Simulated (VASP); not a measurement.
# H6C3O in VASP: notebook, part 2 of 2

VASP 6.6.1. Earlier steps stand in the parts before.

## Step 3: Single point, PBE+D3(BJ)

The input, INCAR:

```
SYSTEM = H6C3O
  ALGO = Normal
  EDIFF = 1E-6
  ENCUT = 1000
  GGA = PE
  GGA_COMPAT = .FALSE.
  ISIF = 2
  ISMEAR = -1
  IVDW = 12
  LASPH = .TRUE.
  LCHARG = .FALSE.
  LREAL = Auto
  LWAVE = .FALSE.
  NBANDS = 57
  NELM = 120
  PREC = Accurate
  SIGMA = 0.02
```

The input, KPOINTS:

```
k-points
0
G
  1 1 1
  0 0 0
```

The input, POSCAR:

```
H6C3O
1.0
    7.5419870000      0.0000000000      0.0000000000
    0.0000000000      7.5419870000      0.0000000000
    0.0000000000      0.0000000000      7.5419870000
O C H
3 9 18
Direct
   -0.1125963224      0.9147324173      0.7300993757
    0.2844475866      0.3545352173      0.2431852508
    0.7928944985      0.6787070834      1.2215083373
   -0.1183905515      0.8125710108      0.6041246160
    0.3050257180      0.2205121807      0.1598650329
    0.7782034098      0.7040319746      1.0607416852
    0.7004387571      0.2752059901      0.5111517694
    0.7252730613      0.1591623003      0.3769563644
    0.4071075699      0.7690148498      0.7174104119
    0.4262669771      0.7768642402      0.5478131956
    0.0588704276      0.3123977806      0.8523615859
    0.1406791075      0.2731110515      0.7002266114
   -0.0051445329      0.7663630287      0.5270494367
   -0.2496424351      0.7389564580      0.5750739162
    0.1996290898      0.1140017876      0.1751792996
    0.3925888496      0.1954524716      0.0382525189
    0.7944590729      0.8351910445      0.9780048679
    0.7497493698      0.5890887905      0.9706062872
    0.6081951613      0.3836919899      0.4930530907
    0.7629554387      0.2688813969      0.6378557799
    0.6693461551      0.1780300072      0.2435432466
    0.8119876102      0.0508221507      0.4101173868
    0.4067097968      0.8713221065      0.8214280932
    0.3621061665      0.6371530473      0.7738279050
    0.4379349898      0.8959177469      0.4705656480
    0.4008625313      0.6558616449      0.4740793109
   -0.0612438075      0.2383456773      0.8888904211
    0.0972953149      0.4190938011      0.9439157082
    0.0999073586      0.1564707020      0.6226078088
    0.2629147995      0.3472824867      0.6707383611
```

Potentials or basis: VASP PAW PBE potentials, release 64 (O_h, C_h, H_h).

Command:

```console
cat potpaw_PBE.64/O_h/POTCAR potpaw_PBE.64/C_h/POTCAR potpaw_PBE.64/H_h/POTCAR > POTCAR
mpirun -np 1 vasp_gam > vasp.out
```

OUTCAR:

```text
SYSTEM = H6C3O
   EDIFF = 1E-6
   ENCUT = 1000
   GGA = PE
   ISIF = 2
   ISMEAR = -1
   IVDW = 12
   LASPH = .TRUE.
   LREAL = Auto
   NELM = 120
   PREC = Accurate
 IVDW          = 12

 ion  position               nearest neighbor table
   1  0.887  0.915  0.730-   4 1.22
   2  0.284  0.355  0.243-   5 1.20
   3  0.793  0.679  0.222-   6 1.23
   4  0.882  0.813  0.604-  13 1.09  14 1.16   1 1.22
   5  0.305  0.221  0.160-  15 1.14  16 1.15   2 1.20
   6  0.778  0.704  0.061-  18 1.12  17 1.18   3 1.23
   7  0.700  0.275  0.511-  20 1.07  19 1.08   8 1.35
   8  0.725  0.159  0.377-  22 1.08  21 1.10   7 1.35
   9  0.407  0.769  0.717-  23 1.10  24 1.13  10 1.29
  10  0.426  0.777  0.548-  25 1.07  26 1.09   9 1.29
  11  0.059  0.312  0.852-  28 1.10  27 1.10  12 1.34
  12  0.141  0.273  0.700-  29 1.10  30 1.10  11 1.34
  13  0.995  0.766  0.527-   4 1.09
  14  0.750  0.739  0.575-   4 1.16
  15  0.200  0.114  0.175-   5 1.14
  16  0.393  0.195  0.038-   5 1.15
  17  0.794  0.835  0.978-   6 1.18
  18  0.750  0.589  0.971-   6 1.12
[... 10 lines left out ...]
  29  0.100  0.156  0.623-  12 1.10
[... 222 lines left out ...]
 Fermi energy:        -2.5781351047

 k-point     1 :       0.0000    0.0000    0.0000
  band No.  band energies     occupation
      1     -23.9112      2.00000
      2     -23.6716      2.00000
      3     -23.3579      2.00000
      4     -16.2608      2.00000
      5     -15.9871      2.00000
      6     -15.7981      2.00000
[... 40 lines left out ...]
     47       3.8219      0.00000
     48       4.1784      0.00000
 [bands above 48 left out]

------------------------ aborting loop because EDIFF is reached ----------------------------------------

 Edisp (eV)   -1.08719

 E8    (eV) :    -0.2486

  FORCE on cell =-STRESS in cart. coord.  units (eV):
  Direction    XX          YY          ZZ          XY          YZ          ZX
  --------------------------------------------------------------------------------------
  -------------------------------------------------------------------------------------
  Total      -0.44571    -1.94290    -1.98373    -1.37160    -0.77446    -0.29309
  in kB      -1.66457    -7.25610    -7.40860    -5.12250    -2.89235    -1.09460
  external pressure =       -5.44 kB  Pullay stress =        0.00 kB

 VOLUME and BASIS-vectors are now :
 -----------------------------------------------------------------------------
  energy-cutoff  :     1000.00
  volume of cell :      429.00
      direct lattice vectors                 reciprocal lattice vectors
     7.541987000  0.000000000  0.000000000     0.132591053  0.000000000  0.000000000
     0.000000000  7.541987000  0.000000000     0.000000000  0.132591053  0.000000000
     0.000000000  0.000000000  7.541987000     0.000000000  0.000000000  0.132591053

 POSITION                                       TOTAL-FORCE (eV/Angst)
 -----------------------------------------------------------------------------------
      6.69279      6.89890      5.50640         0.431500     -0.206426     -0.843838
      2.14530      2.67390      1.83410         0.950636      0.740068      0.321289
      5.98000      5.11880      1.67061        -0.090644      0.830651     -1.717519
      6.64909      6.12840      4.55630        -1.911249     -0.927764      1.166257
      2.30050      1.66310      1.20570        -1.727888     -1.068381     -1.277517
      5.86920      5.30980      0.45811         0.231898      0.077671      0.320523
[... 22 lines left out ...]
      0.75350      1.18010      4.69570         0.185637      0.525261     -0.012697
      1.98290      2.61920      5.05870        -0.289254     -0.306756     -0.466458
 -----------------------------------------------------------------------------------
    total drift:                                0.000489     -0.003987     -0.000363

  FREE ENERGIE OF THE ION-ELECTRON SYSTEM (eV)
  ---------------------------------------------------
  free  energy   TOTEN  =      -163.2694889413 eV

  energy  without entropy=     -163.2694889412  energy(sigma->0) =     -163.26948894
```

It took 86 s on 1 thread of Intel Xeon Platinum 8488C (Sapphire Rapids), shared host; peak memory 0.94 GiB.

Results:

```
Free energy                : -163.2695 eV
Pressure                   : -0.5 GPa
Largest force              : 4.233 eV/Å
Dispersion energy per atom : -0.036 eV
```

Forces in eV/Å, atoms in the order of the input:
```
O    0.431 -0.206 -0.844
O    0.951  0.740  0.321
O   -0.091  0.831 -1.718
C   -1.911 -0.928  1.166
C   -1.728 -1.068 -1.278
C    0.232  0.078  0.321
C   -0.841 -0.240 -1.761
C    0.029  1.082  1.222
C   -1.273 -1.446  3.770
C   -0.481 -0.075 -2.263
C   -0.715 -0.099  0.050
C    0.660  0.060  0.711
H    0.616  0.308 -0.359
H    1.033  0.693 -0.088
H    0.667 -0.162  0.138
H    0.166  0.485  0.915
H   -0.119 -0.966  1.436
H   -0.056  0.031  0.105
H   -0.070  0.416 -0.067
H    0.369 -0.406  0.628
H    0.093 -0.237  0.409
H    0.312 -0.557 -0.651
H    0.266  0.222 -0.639
H    0.643  0.847 -0.242
H    0.510  0.573 -0.176
H    0.171 -0.130 -0.370
H    0.205  0.077  0.119
H    0.035 -0.141 -0.377
H    0.186  0.525 -0.013
H   -0.289 -0.307 -0.466
```

Caveat: the k points lie up to 0.83 Å⁻¹ apart, too coarse for converged energies, forces and pressures; the atoms stand as in a frame of molecular dynamics.

## Step 4: Single point, PBE+D3(BJ)

The input, INCAR:

```
SYSTEM = H6C3O
ALGO = Normal ; EDIFF = 1E-6
ENCUT = 1000 ; GGA = PE
GGA_COMPAT = .FALSE. ; ISIF = 2
ISMEAR = -1 ; IVDW = 12
LASPH = .TRUE. ; LCHARG = .FALSE.
LREAL = Auto ; LWAVE = .FALSE.
NBANDS = 57 ; NELM = 120
PREC = Accurate ; SIGMA = 0.02
```

KPOINTS is that of step 3.

The input, POSCAR:

```
H6C3O
1.0
    7.5419870000      0.0000000000      0.0000000000
    0.0000000000      7.5419870000      0.0000000000
    0.0000000000      0.0000000000      7.5419870000
O C H
3 9 18
Direct
   -0.0365421374      0.9325468768      0.7283886210
    0.2278599767      0.4276060907      0.2334675867
    0.7763909720      0.6564136914      1.1932073521
    0.0397648738      0.8483030295      0.6146963653
    0.2533508865      0.2706617402      0.2090725158
    0.7908074544      0.6412610299      1.0337377902
    0.6834883805      0.2047777772      0.4885835642
    0.6993347463      0.1906140117      0.3129818898
    0.4723114636      0.7320544187      0.7070994154
    0.4974365616      0.7021146803      0.5346556080
    0.0884225218      0.3626704301      0.8114342331
    0.1583207262      0.3417846285      0.6503065089
    0.1297632239      0.9124893445      0.5167499347
    0.0256708138      0.7014373699      0.6010205914
    0.2908554670      0.1783181584      0.3183957998
    0.2439047667      0.2121781994      0.0733236144
    0.8554077346      0.7443713604      0.9493488097
    0.7371850443      0.5230675918      0.9619381974
    0.6840413851      0.3340879587      0.5535417738
    0.6706425930      0.0884883275      0.5734580445
    0.7132057797      0.3084809226      0.2301986746
    0.7004757729      0.0616222447      0.2473628508
    0.5625505329      0.8158076904      0.7830831724
    0.3608738680      0.6744266770      0.7792634915
    0.6110374377      0.7568275015      0.4637632795
    0.4067565724      0.6202353314      0.4568574011
   -0.0374407344      0.3004852794      0.8466118385
    0.1522844026      0.4434879127      0.9133757917
    0.0897883820      0.2649157144      0.5487132403
    0.2844885317      0.4010617103      0.6129872433
```

Potentials or basis: VASP PAW PBE potentials, release 64 (O_h, C_h, H_h).

Command:

```console
cat potpaw_PBE.64/O_h/POTCAR potpaw_PBE.64/C_h/POTCAR potpaw_PBE.64/H_h/POTCAR > POTCAR
mpirun -np 1 vasp_gam > vasp.out
```

OUTCAR:

```text
SYSTEM = H6C3O
   EDIFF = 1E-6
   ENCUT = 1000
   GGA = PE
   ISIF = 2
   ISMEAR = -1
   IVDW = 12
   LASPH = .TRUE.
   LREAL = Auto
   NELM = 120
   PREC = Accurate
 IVDW          = 12

 ion  position               nearest neighbor table
   1  0.963  0.933  0.728-   4 1.21
   2  0.228  0.428  0.233-   5 1.21
   3  0.776  0.656  0.193-   6 1.21
   4  0.040  0.848  0.615-  13 1.11  14 1.12   1 1.21
   5  0.253  0.271  0.209-  15 1.12  16 1.12   2 1.21
   6  0.791  0.641  0.034-  17 1.12  18 1.12   3 1.21
[... 308 lines left out ...]
  -------------------------------------------------------------------------------------
  Total      -0.95137    -0.76918    -0.49088     0.07326    -0.28789    -0.16737
  in kB      -3.55304    -2.87262    -1.83327     0.27360    -1.07516    -0.62506
  external pressure =       -2.75 kB  Pullay stress =        0.00 kB

 VOLUME and BASIS-vectors are now :
 -----------------------------------------------------------------------------
  energy-cutoff  :     1000.00
  volume of cell :      429.00
      direct lattice vectors                 reciprocal lattice vectors
     7.541987000  0.000000000  0.000000000     0.132591053  0.000000000  0.000000000
     0.000000000  7.541987000  0.000000000     0.000000000  0.132591053  0.000000000
     0.000000000  0.000000000  7.541987000     0.000000000  0.000000000  0.132591053

 POSITION                                       TOTAL-FORCE (eV/Angst)
 -----------------------------------------------------------------------------------
      7.26639      7.03326      5.49350         0.012667     -0.036902     -0.003275
      1.71852      3.22500      1.76081        -0.022242     -0.150539      0.054581
      5.85553      4.95066      1.45717         0.051455      0.030716     -0.053508
      0.29991      6.39789      4.63603         0.016547     -0.137215     -0.123635
      1.91077      2.04133      1.57682         0.116875      0.141063     -0.052451
      5.96426      4.83638      0.25445        -0.022817      0.066255     -0.032453
[... 22 lines left out ...]
      0.67718      1.99799      4.13839        -0.000315      0.008118      0.047800
      2.14561      3.02480      4.62314         0.012977      0.018490      0.005029
 -----------------------------------------------------------------------------------
    total drift:                                0.002050     -0.001051      0.000476

  FREE ENERGIE OF THE ION-ELECTRON SYSTEM (eV)
  ---------------------------------------------------
  free  energy   TOTEN  =      -164.3135328460 eV

  energy  without entropy=     -164.3135328460  energy(sigma->0) =     -164.31353285
```

OSZICAR:

```text
N       E                     dE             d eps       ncg     rms          rms(c)
DAV:   1     0.757466922415E+03    0.75747E+03   -0.46939E+04   114   0.182E+03
DAV:   2    -0.105621497040E+02   -0.76803E+03   -0.72560E+03   171   0.289E+02
DAV:   3    -0.172117945362E+03   -0.16156E+03   -0.15938E+03   155   0.141E+02
DAV:   4    -0.179282499294E+03   -0.71646E+01   -0.71272E+01   132   0.337E+01
DAV:   5    -0.179539343349E+03   -0.25684E+00   -0.25674E+00   172   0.599E+00    0.218E+01
DAV:   6    -0.165996431896E+03    0.13543E+02   -0.22328E+01   131   0.175E+01    0.107E+01
DAV:   7    -0.163572523486E+03    0.24239E+01   -0.59790E+00   148   0.940E+00    0.457E+00
DAV:   8    -0.163254765179E+03    0.31776E+00   -0.74698E-01   148   0.345E+00    0.190E+00
DAV:   9    -0.163203722173E+03    0.51043E-01   -0.16743E-01   148   0.163E+00    0.457E-01
DAV:  10    -0.163205820079E+03   -0.20979E-02   -0.17727E-02   132   0.725E-01    0.194E-01
DAV:  11    -0.163209463497E+03   -0.36434E-02   -0.11726E-02   140   0.491E-01    0.102E-01
DAV:  12    -0.163209532355E+03   -0.68858E-04   -0.16714E-03   132   0.197E-01    0.468E-02
DAV:  13    -0.163209523085E+03    0.92694E-05   -0.64925E-04   132   0.118E-01    0.289E-02
DAV:  14    -0.163209509195E+03    0.13890E-04   -0.62561E-05   140   0.384E-02    0.151E-02
DAV:  15    -0.163209492252E+03    0.16943E-04   -0.38918E-05   132   0.336E-02    0.454E-03
DAV:  16    -0.163209492165E+03    0.87652E-07   -0.61398E-06   148   0.122E-02
   1 F= -.16431353E+03 E0= -.16431353E+03  d E =-.203631E-10
```

Wall time 78 s (1 thread of Intel Xeon 6975P-C (Granite Rapids), shared host); peak memory 0.91 GiB.

What came out:

```
Free energy                : -164.3135 eV
Pressure                   : -0.3 GPa
Largest force              : 0.191 eV/Å
Dispersion energy per atom : -0.037 eV
```

Forces in eV/Å, atoms in the order of the input:
```
O    0.013 -0.037 -0.003
O   -0.022 -0.151  0.055
O    0.051  0.031 -0.054
C    0.017 -0.137 -0.124
C    0.117  0.141 -0.052
C   -0.023  0.066 -0.032
C    0.006  0.020 -0.013
C    0.009 -0.026 -0.006
C   -0.034 -0.027 -0.002
C    0.000  0.003  0.020
C    0.008 -0.002 -0.007
C   -0.042  0.003 -0.002
H   -0.037  0.061  0.001
H   -0.017  0.087  0.064
H   -0.070  0.046  0.034
H   -0.027 -0.042  0.000
H   -0.020 -0.084  0.066
H    0.021  0.011  0.016
H   -0.007 -0.007 -0.006
H    0.007  0.022 -0.002
H    0.004 -0.015  0.006
H   -0.007  0.008 -0.002
H    0.011  0.004  0.019
H    0.004  0.026  0.013
H   -0.028 -0.006 -0.022
H    0.032  0.010  0.000
H    0.008  0.005 -0.013
H    0.015 -0.035 -0.008
H    0.000  0.008  0.048
H    0.013  0.018  0.005
```

Stress tensor (GPa, compression positive):
```
-0.36  0.03 -0.06
 0.03 -0.29 -0.11
-0.06 -0.11 -0.18
```

Levels at points of the mesh, in eV from the Fermi level:
| k point | band 33 | band 34 | band 35 | band 36 | band 37 | band 38 | band 39 | band 40 |
| --- | --- | --- | --- | --- | --- | --- | --- | --- |
| (0.00, 0.00, 0.00) | -1.25 | -0.92 | -0.78 | -0.49 | 2.77 | 2.89 | 2.95 | 4.32 |

Caveat: the k points lie up to 0.83 Å⁻¹ apart, too coarse for converged energies, forces and pressures.

## Step 5: Summary

| cell | pressure (GPa) | largest force (eV/Å) |
| --- | --- | --- |
| as given, atomic positions A | 0.4 | 2.15 |
| as given, atomic positions B | -0.5 | 4.23 |
| as given, atomic positions C | -0.3 | 0.19 |

Alike in all rows: task single point; level PBE+D3(BJ); potentials or basis VASP PAW PBE potentials, release 64 (O_h, C_h, H_h); no spin polarisation; k mesh 1 × 1 × 1; cutoff (eV) 1000; smearing fermi-dirac 0.02 eV.

Caveats: all runs use coarse meshes; the atoms stand as in a frame of molecular dynamics (at least some runs).

Absolute energies hang on the potentials; compare differences alone.
